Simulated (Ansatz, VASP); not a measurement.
Pt: VASP beside Ansatz

```
Pt
1.0
    -1.58224    1.58224    1.58422
     1.58224   -1.58224    1.58422
     1.58620    1.58620   -1.58422
Pt
1
Direct
  0.00000 0.00000 0.00000
```

Change from the starting cell: strain +0.0025 x Voigt [0, 0, 0, 0, 0, 1], atoms carried along.

Alike in both runs: task single point; functional r2SCAN; k mesh 22 × 22 × 22; occupations gaussian, width 0.15 eV; no spin polarisation.

|  | VASP | Ansatz |
| --- | --- | --- |
| version | VASP 6.6.1 | Ansatz 0.2.0 |
| potentials or method | VASP PAW PBE potentials, release 64 (Pt), cutoff 520 eV | scalar-relativistic, plane waves, PAW |
| valence electrons in the cell | 10 | 18 |

Ansatz gave:

- gap on the k mesh at the Fermi level (eV): none
- pressure (GPa): -6.5
- traceless stress, the component that is largest in VASP (GPa): -0.35

Which values does VASP return?

gap on the k mesh at the Fermi level (eV): none; pressure (GPa): -6.0; traceless stress, the component that is largest in VASP (GPa): -0.36.

VASP's potentials were made for PBE, not for r2SCAN. A gap of «none» marks a metal or a gap that the smearing closes. With one functional, cell and mesh, what is left measures potentials, basis and numerics. VASP's potentials hold 10 valence electrons a cell and Ansatz's 18, so a difference there can come from the potentials and not from the codes.

Spin-orbit coupling is off throughout.
